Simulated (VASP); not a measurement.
A run of VASP 6.6.1:

POSCAR

```
Al3GaN4
1.0
    4.2251878009      0.0000000000      0.0000000000
    0.0000000000      4.2251878009      0.0000000000
    0.0000000000      0.0000000000      4.2251878009
Al Ga N
3 1 4
Direct
    0.5000000000      0.5000000000      0.0000000000
    0.5000000000      0.0000000000      0.5000000000
    0.0000000000      0.5000000000      0.5000000000
    0.0000000000      0.0000000000      0.0000000000
    0.7444581602      0.7444581602      0.2555418398
    0.7444581602      0.2555418398      0.7444581602
    0.2555418398      0.7444581602      0.7444581602
    0.2555418398      0.2555418398      0.2555418398
```

The input INCAR.step1:

```
ALGO     = Normal         # electronic algorithm
EDIFF    = 1E-4           # SCF threshold, eV
ENCUT    = 520            # plane-wave cutoff, eV
GGA      = PE             # functional
ISMEAR   = 0              # smearing method
LASPH    = True           # aspherical terms in the spheres
LCHARG   = False          # write CHGCAR
LREAL    = False          # projectors in reciprocal space
LWAVE    = True           # write WAVECAR
NBANDS   = 31             # bands
NELM     = 100            # most SCF steps
PREC     = Accurate       # precision mode
SIGMA    = 0.05           # smearing width, eV
```

Contents of INCAR.step2:

```
ALGO     = Normal         # electronic algorithm
EDIFF    = 1E-6           # SCF threshold, eV
ENCUT    = 520            # plane-wave cutoff, eV
ISIF     = 2              # what is computed and relaxed
ISMEAR   = 0              # smearing method
ISTART   = 1            
LASPH    = True           # aspherical terms in the spheres
LCHARG   = False          # write CHGCAR
LMIXTAU  = True         
LREAL    = False          # projectors in reciprocal space
LWAVE    = False          # write WAVECAR
METAGGA  = R2SCAN         # meta-GGA
NBANDS   = 31             # bands
NELM     = 100            # most SCF steps
PREC     = Accurate       # precision mode
SIGMA    = 0.05           # smearing width, eV
```

File KPOINTS:

```
k-points
0
Gamma
  6 6 6
```

Potentials or basis: VASP PAW PBE potentials, release 64 (Al, Ga_d, N).

The run is started by

```sh
$ cat potpaw_PBE.64/Al/POTCAR potpaw_PBE.64/Ga_d/POTCAR potpaw_PBE.64/N/POTCAR > POTCAR
$ cp INCAR.step1 INCAR
$ mpirun -np 1 vasp_std > vasp.out
$ cp INCAR.step2 INCAR
$ mpirun -np 1 vasp_std > vasp.out
```

Hardware: 1 thread of Intel(R) Xeon(R) Platinum 8488C (Sapphire Rapids), with other jobs on the host.

Question: Estimate the wall time of this run.

Answer: Wall time 2 min on 1 thread of Intel(R) Xeon(R) Platinum 8488C (Sapphire Rapids) (shared host), peak memory 0.21 GiB. Counts: k points 20.
